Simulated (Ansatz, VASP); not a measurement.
**Two plane-wave programs on K**

```
K
1.0
     5.23600    0.00000    0.00000
     0.00000    5.23600    0.00000
     0.00000    0.00000    5.39308
K
2
Direct
  0.00000 0.00000 0.00000
  0.50000 0.50000 0.50000
```

Change from the starting cell: strain along c alone, the other axes held, atoms relaxed: +3.0 %.

Alike in both runs: task single point; functional PBEsol; k mesh 10 × 10 × 10; occupations gaussian, width 0.1 eV; no spin polarisation.

```csv
,VASP,Ansatz
version,VASP 6.6.1,Ansatz 0.2.0
potentials or method,"VASP PAW PBE potentials, release 64 (K_sv), cutoff 520 eV","scalar-relativistic, plane waves, PAW"
valence electrons in the cell,18,18
```

VASP gave:

| Property | Result |
| --- | --- |
| gap on the k mesh at the Fermi level (eV) | none |
| pressure (GPa) | -0.2 |

Which values does Ansatz return?

gap on the k mesh at the Fermi level (eV): none; pressure (GPa): -0.1.

VASP's potentials were made for PBE, not for PBEsol. A gap of «none» marks a metal or a gap that the smearing closes. The functional is the same, so the differences come from potentials, cutoffs and numerics.
